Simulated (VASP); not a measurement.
Runs of VASP 6.6.1 on Cd3Au. The structure is orthorhombic, space group Cmmm (No. 65). Conventional cell: a = 3.070 Å, b = 5.654 Å, c = 9.961 Å, α = 90.00°, β = 90.00°, γ = 90.00°. Cd (site symmetry mm2) has 4 Au at 2.85 to 3.71 Å and 10 Cd at 3.00 to 3.83 Å within 3.9 Å. Cd (site symmetry mmm) has 14 Cd at 3.00 to 3.83 Å within 4.0 Å. Au (site symmetry mmm) has 8 Cd at 2.85 to 3.71 Å and 6 Au at 3.07 to 3.22 Å within 3.8 Å. 

```csv
k mesh,gap on the mesh (eV),pressure (GPa),largest force (eV/Å)
3 × 3 × 1,none,-6.2,0.04
4 × 4 × 2,none,-7.9,0.40
5 × 5 × 2,none,(b),0.07
8 × 8 × 2,none,-7.6,0.10
6 × 6 × 2,none,(a),0.29
```

Alike in all rows: task single point; level LDA; potentials or basis VASP PAW LDA potentials, release 64 (Cd, Au); no spin polarisation; cell as given; cutoff (eV) 500; smearing methfessel-paxton 0.05 eV.

Question: Fill in the values left out.

Answer: (a) -7.5; (b) -7.7.

Caveats: some runs use coarse meshes; spin-orbit coupling is left out, which moves the levels of the heavy elements; the cell stands under tension (at least some runs).

A k mesh can miss the band edges, and the runs leave out spin-orbit coupling on Au, Cd.

A gap of «none» marks levels without a gap at the run's occupations.
